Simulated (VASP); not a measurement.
## LaSb: single point with LDA

LaSb:

```
La Sb
1.0
     0.00000    3.24500    3.24500
     3.24500    0.00000    3.24500
     3.24500    3.24500    0.00000
La Sb
1 1
Direct
  0.00000 0.00000 0.00000
  0.50000 0.50000 0.50000
```

* Program: VASP 6.6.1
* Task: single point
* Functional: LDA
* Potentials or basis: VASP PAW LDA potentials, release 64 (La, Sb)
* Cutoff: 520 eV
* k mesh: 8 × 8 × 8
* Occupations: fermi-dirac, width 0.1 eV
* Spin: no spin polarisation

```json
{
  "Pressure": "-2.3 GPa",
  "Band gap on the k mesh": "zero (band 8 reaches 6.71 eV, above the bottom of band 9 at 6.25 eV)"
}
```

Levels at points of the mesh, in eV from the Fermi level:
| k point | band 6 | band 7 | band 8 | band 9 | band 10 | band 11 |
| --- | --- | --- | --- | --- | --- | --- |
| (0.00, 0.00, 0.00) | 0.19 | 0.19 | 0.19 | 1.25 | 1.25 | 1.25 |
| (0.50, 0.00, 0.00) | -3.23 | -1.63 | -1.63 | 1.71 | 1.92 | 1.92 |
| (0.50, 0.50, 0.00) | -1.47 | -0.27 | -0.27 | -0.27 | 1.98 | 2.01 |

It took 30 s on 1 thread of Intel(R) Xeon(R) Platinum 8375C CPU @ 2.90GHz (Ice Lake), on a shared host, peak memory 0.19 GiB.

Caveat: spin-orbit coupling is left out, which moves the levels of the heavy elements.
